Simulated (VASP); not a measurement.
# Zn in VASP: single point with PBEsol

Aim: the single point of Zn with PBEsol.

All numbers are computed with VASP 6.6.1; they aren't measurements. Logs are shortened: lines on timing, memory, paths and dates and some standing lists are left out, and cuts for length are marked.

## Step 1: The cell of the first run

The cell holds a slab with vacuum, 12 atoms: a = 2.625 Å, b = 4.716 Å, c = 28.125 Å, α = 90.00°, β = 90.00°, γ = 90.00°.

## Step 2: Single point, PBEsol

INCAR reads:

```
PREC     = Accurate       # precision mode
ENCUT    = 400            # plane-wave cutoff, eV
EDIFF    = 1E-6           # SCF threshold, eV
ISMEAR   = 1              # smearing method
SIGMA    = 0.1            # smearing width, eV
LREAL    = F              # projectors in reciprocal space
LASPH    = T              # aspherical terms in the spheres
NELM     = 120            # most SCF steps
ALGO     = Normal         # electronic algorithm
ISIF     = 2              # what is computed and relaxed
LWAVE    = F              # write WAVECAR
LCHARG   = F              # write CHGCAR
LDIPOL   = T            
IDIPOL   = 3            
DIPOL    = 0.5 0.5 0.500
GGA      = PS             # functional
NBANDS   = 84             # bands
GGA_COMPAT= F            
NELMDL   = -8
```

KPOINTS reads:

```
Automatic mesh
0
Gamma
  12 7 1
```

POSCAR reads:

```
Zn
1.0
    2.6251728070      0.0000000000      0.0000000000
    0.0000000000      4.7163625670      0.0000000000
    0.0000000000      0.0000000000     28.1251538140
Zn
12
Direct
    0.0000000000      0.0000000000      0.2911880676
    0.5000000000      0.0000000000      0.3762752102
    0.5000000000      0.5000000000      0.2910313207
    0.0000000000      0.0000000000      0.4590700259
    0.0000000000      0.5000000000      0.3761473855
    0.5000000000      0.0000000000      0.5410820142
    0.5000000000      0.5000000000      0.4589179858
    0.0000000000      0.0000000000      0.6238526147
    0.0000000000      0.5000000000      0.5409299740
    0.5000000000      0.0000000000      0.7089686791
    0.5000000000      0.5000000000      0.6237247898
    0.0000000000      0.5000000000      0.7088119325
```

Potentials or basis: VASP PAW PBE potentials, release 64 (Zn).

Run with:

```console
> cat potpaw_PBE.64/Zn/POTCAR > POTCAR
> mpirun -np 1 vasp_std > vasp.out
```

OUTCAR:

```text
PREC = Accurate
   ENCUT = 400
   EDIFF = 1E-6
   ISMEAR = 1
   LREAL = F
   LASPH = T
   NELM = 120
   ISIF = 2
   GGA = PS
   NELMDL = -8

 ion  position               nearest neighbor table
   1  0.000  0.000  0.291-   3 2.70   3 2.70   3 2.70   3 2.70   2 2.73   2 2.73
   2  0.500  0.000  0.376-   4 2.67   4 2.67   5 2.70   5 2.70   5 2.70   5 2.70   1 2.73   1 2.73

   3  0.500  0.500  0.291-   1 2.70   1 2.70   1 2.70   1 2.70   5 2.73   5 2.73
   4  0.000  0.000  0.459-   6 2.65   6 2.65   2 2.67   2 2.67   7 2.70   7 2.70   7 2.70   7 2.70
[... 11 lines left out ...]
  10  0.500  0.000  0.709-  12 2.70  12 2.70  12 2.70  12 2.70   8 2.73   8 2.73
  11  0.500  0.500  0.624-   9 2.67   9 2.67   8 2.70   8 2.70   8 2.70   8 2.70  12 2.73  12 2.73

  12  0.000  0.500  0.709-  10 2.70  10 2.70  10 2.70  10 2.70  11 2.73  11 2.73

  LATTYP: Found a simple orthorhombic cell.
 ALAT       =     2.6251728070
 B/A-ratio  =     1.7965912775
 C/A-ratio  =    10.7136390180

  Lattice vectors:

 A1 = (   2.6251728070,   0.0000000000,   0.0000000000)
 A2 = (   0.0000000000,   4.7163625670,   0.0000000000)
 A3 = (   0.0000000000,   0.0000000000,  28.1251538140)

Analysis of symmetry for initial positions (statically):
=====================================================================
 Subroutine PRICEL returns:
 Original cell was already a primitive cell.

 Routine SETGRP: Setting up the symmetry group for a
 simple orthorhombic supercell.

 Subroutine GETGRP returns: Found  8 space group operations
 (whereof  4 operations were pure point group operations)
 out of a pool of  8 trial point group operations.

The static configuration has the point symmetry C_2v.
 The point group associated with its full space group is D_2h.

Analysis of symmetry for dynamics (positions and initial velocities):
=====================================================================
 Subroutine PRICEL returns:
 Original cell was already a primitive cell.

 Routine SETGRP: Setting up the symmetry group for a
 simple orthorhombic supercell.

 Subroutine GETGRP returns: Found  8 space group operations
 (whereof  4 operations were pure point group operations)
 out of a pool of  8 trial point group operations.

The dynamic configuration has the point symmetry C_2v.
 The point group associated with its full space group is D_2h.

 Subroutine INISYM returns: Found  8 space group operations
 (whereof  4 operations are pure point group operations),
 and found     1 'primitive' translations
[... 132 lines left out ...]
   IALGO  =     38    algorithm
   IMIX   =      4    mixing-type and parameters
     AMIX     =   0.40;   BMIX     =  1.00
     AMIX_MAG =   1.60;   BMIX_MAG =  1.00
  volume/ion in A,a.u.               =      29.02       195.83
  Fermi-wavevector in a.u.,A,eV,Ry     =   1.219670  2.304842 20.239957  1.487595
  Thomas-Fermi vector in A             =   2.354914
   LORBIT       =      0    0 simple, 1 ext, 2 COOP (PROOUT), +10 PAW based schemes
   GGA     = PS    functional components
   LHFCALC =     F    Hartree Fock is set to
   AEXX    =    0.0000 exact exchange contribution
   IVDW    =     0    specifies the selected vdW correction
   LEPSILON=     F    determine dielectric tensor
   LRPA    =     F    only Hartree local field effects (RPA)
 non-spin polarized calculation
 Methfessel and Paxton  Order N= 1 SIGMA  =   0.10
  energy-cutoff  :      400.00
  volume of cell :      348.23
 maximum number of plane-waves:      6368
 NGX is ok and might be reduce to    18
   NGX =  9   NGY = 15   NGZ = 91

 number of electron     144.0000004 magnetization

 dipolmoment           0.000000      0.000000      0.000000 electrons x Angstroem

 Free energy of the ion-electron system (eV)
  ---------------------------------------------------
  ext. energy  EPLUGINS =         0.00000000
  ---------------------------------------------------
  free energy    TOTEN  =       -17.82984607 eV

  energy without entropy =      -17.82897921  energy(sigma->0) =      -17.82955711

 E-fermi :  -0.5111     XC(G=0):  -6.5686

 val. band max:       -0.5124311699   @ k =   0.1667   0.1429   0.0000
 cond. band min:      -0.5008122262   @ k =   0.3333   0.1429   0.0000
 fundamental gap:      0.0116189438
 Fermi energy:        -0.5110735245

 k-point     1 :       0.0000    0.0000    0.0000
  band No.  band energies     occupation
      1     -11.1211      2.00000
      2     -10.4847      2.00000
      3      -9.7671      2.00000
      4      -9.2859      2.00000
      5      -9.1402      2.00000
      6      -9.0524      2.00000
[... 2077 lines left out ...]
     83       5.7400      0.00000
     84       5.8207      0.00000

 [... further k-points ...]

------------------------ aborting loop because EDIFF is reached ----------------------------------------

 vacuum level on the upper side and lower side of the slab       (xc-potential included)        -0.164        -0.164

  FORCE on cell =-STRESS in cart. coord.  units (eV):
  Direction    XX          YY          ZZ          XY          YZ          ZX
  --------------------------------------------------------------------------------------
  -------------------------------------------------------------------------------------
  Total       -6.0426141     -3.9926408     -0.5466087      0.0000000      0.0000000      0.0000000
  in kB      -27.8019628    -18.3700709     -2.5149369      0.0000000      0.0000000      0.0000000
  external PRESSURE =     -16.2289902 kB  Pullay stress =       0.0000000 kB

 VOLUME and BASIS-vectors are now :
 -----------------------------------------------------------------------------
  energy-cutoff  :      400.00
  volume of cell :      348.23
      direct lattice vectors                 reciprocal lattice vectors
     2.625172807  0.000000000  0.000000000     0.380927304  0.000000000  0.000000000
     0.000000000  4.716362567  0.000000000     0.000000000  0.212027804  0.000000000
     0.000000000  0.000000000 28.125153814     0.000000000  0.000000000  0.035555361

 POSITION                                       TOTAL-FORCE (eV/Angst)
 -----------------------------------------------------------------------------------
      0.00000      0.00000      8.18971         0.000000      0.000000     -0.008838
      1.31259      0.00000     10.58280         0.000000      0.000000      0.000421
      1.31259      2.35818      8.18530         0.000000      0.000000     -0.004357
      0.00000      0.00000     12.91142         0.000000      0.000000     -0.000879
      0.00000      2.35818     10.57920         0.000000      0.000000     -0.001394
      1.31259      0.00000     15.21801         0.000000      0.000000      0.000449
      1.31259      2.35818     12.90714         0.000000      0.000000     -0.000449
      0.00000      0.00000     17.54595         0.000000      0.000000      0.001394
      0.00000      2.35818     15.21374         0.000000      0.000000      0.000879
      1.31259      0.00000     19.93985         0.000000      0.000000      0.004357
      1.31259      2.35818     17.54236         0.000000      0.000000     -0.000421
      0.00000      2.35818     19.93544         0.000000      0.000000      0.008838
 -----------------------------------------------------------------------------------
    total drift:                                0.000000      0.000000      0.000012

  FREE ENERGIE OF THE ION-ELECTRON SYSTEM (eV)
  ---------------------------------------------------
  free  energy   TOTEN  =       -17.8298460651 eV

  energy  without entropy=      -17.8289792058  energy(sigma->0) =      -17.82955711

 vacuum level on the upper side and lower side of the slab         3.575         3.575
```

OSZICAR:

```text
N       E                     dE             d eps       ncg     rms          rms(c)
DAV:   1     0.100934520448E+04    0.10093E+04   -0.60564E+04  4768   0.188E+03
DAV:   2     0.949214241353E+02   -0.91442E+03   -0.88788E+03  4712   0.450E+02
DAV:   3    -0.158221327405E+02   -0.11074E+03   -0.10868E+03  4988   0.166E+02
[... 22 lines left out ...]
DAV:  26    -0.178298369142E+02   -0.54667E-05   -0.23101E-07  2872   0.924E-03    0.885E-04
DAV:  27    -0.178298401795E+02   -0.32653E-05   -0.37630E-07  2912   0.972E-03    0.125E-03
DAV:  28    -0.178298429076E+02   -0.27281E-05   -0.55056E-08  2740   0.241E-03    0.520E-04
DAV:  29    -0.178298456243E+02   -0.27167E-05   -0.14651E-07  2848   0.581E-03    0.611E-04
DAV:  30    -0.178298460651E+02   -0.44080E-06   -0.21400E-08  2764   0.195E-03
   1 F= -.17829846E+02 E0= -.17829557E+02  d E =-.866859E-03
```

stdout:

```text
POSCAR found type information on POSCAR Zn
 POSCAR found :  1 types and      12 ions
 scaLAPACK will be used
 -----------------------------------------------------------------------------
|                                                                             |
|                                                                             |
|     You enforced a specific xc type in the INCAR file but a different       |
|     I HOPE YOU KNOW WHAT YOU ARE DOING!                                     |
|                                                                             |
 -----------------------------------------------------------------------------

 LDA part: xc-table for (Slater+PW92), standard interpolation
 POSCAR, INCAR and KPOINTS ok, starting setup
 FFT: planning ... GRIDC
 FFT: planning ... GRID_SOFT
 FFT: planning ... GRID
 WAVECAR not read
 entering main loop
```

Wall time 33 min (1 thread of Intel Xeon 8259CL, shared host); peak memory 0.55 GiB.

Results:

| Item | Value |
| --- | --- |
| Free energy | -17.8298 eV |
| Largest force | 0.009 eV/Å |
| Band gap on the k mesh | zero (bands 72 and 73 overlap by 2.27 eV) |

Forces in eV/Å, atoms in the order of the input:
```
Zn   0.000  0.000 -0.009
Zn   0.000  0.000  0.000
Zn   0.000  0.000 -0.004
Zn   0.000  0.000 -0.001
Zn   0.000  0.000 -0.001
Zn   0.000  0.000  0.000
Zn   0.000  0.000  0.000
Zn   0.000  0.000  0.001
Zn   0.000  0.000  0.001
Zn   0.000  0.000  0.004
Zn   0.000  0.000  0.000
Zn   0.000  0.000  0.009
```

Levels at points of the mesh, in eV from the Fermi level:
| k point | band 69 | band 70 | band 71 | band 72 | band 73 | band 74 | band 75 | band 76 |
| --- | --- | --- | --- | --- | --- | --- | --- | --- |
| (0.00, 0.00, 0.00) | -2.57 | -2.28 | -1.85 | -1.67 | -1.25 | -0.58 | -0.39 | 0.11 |
| (0.50, 0.00, 0.00) | -0.42 | -0.42 | 1.02 | 1.02 | 2.63 | 2.63 | 3.12 | 3.12 |

Caveat: the PAW data sets were made with another functional, which shifts forces and pressure a little.
